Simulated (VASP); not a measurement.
# Cu: single point with PBEsol

Crystal: Cu.

```
Cu
1.0
     0.09396    1.85568    1.85568
     1.85568    0.09396    1.85568
     1.85568    1.85568    0.09396
Cu
1
Direct
  0.00000 0.00000 0.00000
```

This cell differs from its parent crystal: ratio of the length along [111] to the lengths across it x 1.08, volume and fractional coordinates fixed.

- Program: VASP 6.6.1
- Task: single point
- Functional: PBEsol
- Potentials or basis: VASP PAW PBE potentials, release 64 (Cu)
- Cutoff: 520 eV
- k mesh: 24 × 24 × 24
- Occupations: gaussian, width 0.15 eV
- Spin: no spin polarisation

| Item | Value |
| --- | --- |
| Pressure | -4.4 GPa |
| Band gap on the k mesh | zero (an odd number of electrons rules out a gap without spin polarisation) |

Stress tensor (GPa, compression positive):
```
-4.40 -4.41 -4.41
-4.41 -4.40 -4.41
-4.41 -4.41 -4.40
```

Levels at points of the mesh, in eV from the Fermi level:
```tsv
k point	band 4	band 5	band 6	band 7	band 8	band 9
(0.00, 0.00, 0.00)	-2.96	-2.17	-2.17	20.97	24.41	25.30
(0.50, 0.00, 0.00)	-1.75	-1.52	-0.80	4.11	19.71	21.92
(0.50, 0.50, 0.00)	-1.51	-1.46	1.47	7.12	11.90	14.27
(0.50, 0.50, 0.50)	-1.69	-1.69	-1.68	2.72	22.18	23.72
```

Run time: 100 s on 1 thread of Intel(R) Xeon(R) 6975P-C (Granite Rapids), on a shared host, peak memory 0.28 GiB.

Caveat: the cell stands under tension; the PAW data sets were made with another functional, which shifts forces and pressure a little.
